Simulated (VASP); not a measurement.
The system is Ge.

```xyz
2
Lattice="0.0000 2.8300 2.8300 2.8300 0.0000 2.8300 2.8300 2.8300 0.0000" Properties=species:S:1:pos:R:3 pbc="T T T"
Ge    5.6600    5.6600    5.6600
Ge    1.4150    1.4150    1.4150
```

- Program: VASP 6.6.1
- Task: relaxation of cell and atoms
- Functional: PBE
- Potentials or basis: VASP PAW PBE potentials, release 64 (Ge_d)
- Cutoff: 500 eV
- k mesh: 6 × 6 × 6
- Occupations: fermi-dirac, width 0.05 eV
- Spin: no spin polarisation

At the start: pressure 3.4 GPa; volume 22.67 Å³/atom.

Problem. Where does the relaxation end?

Solution. Over 3 steps the energy falls by 12.9 meV/atom and the volume is 23.90 Å³/atom (+5.4 %); space group Fd-3m (No. 227, to 0.1 Å) before and after.

The path:
```csv
step,energy change (eV),largest force (eV/Å),pressure (GPa),volume (Å³)
1,0.0000,0.0000,3.43,45.33
2,-0.0232,0.0000,-0.99,48.59
3,-0.0257,0.0000,-0.02,47.79
```

Final structure:
```xyz
2
Lattice="0.0000 2.8803 2.8803 2.8803 0.0000 2.8803 2.8803 2.8803 0.0000" Properties=species:S:1:pos:R:3 pbc="T T T"
Ge    0.0000    0.0000    0.0000
Ge    1.4402    1.4402    1.4402
```
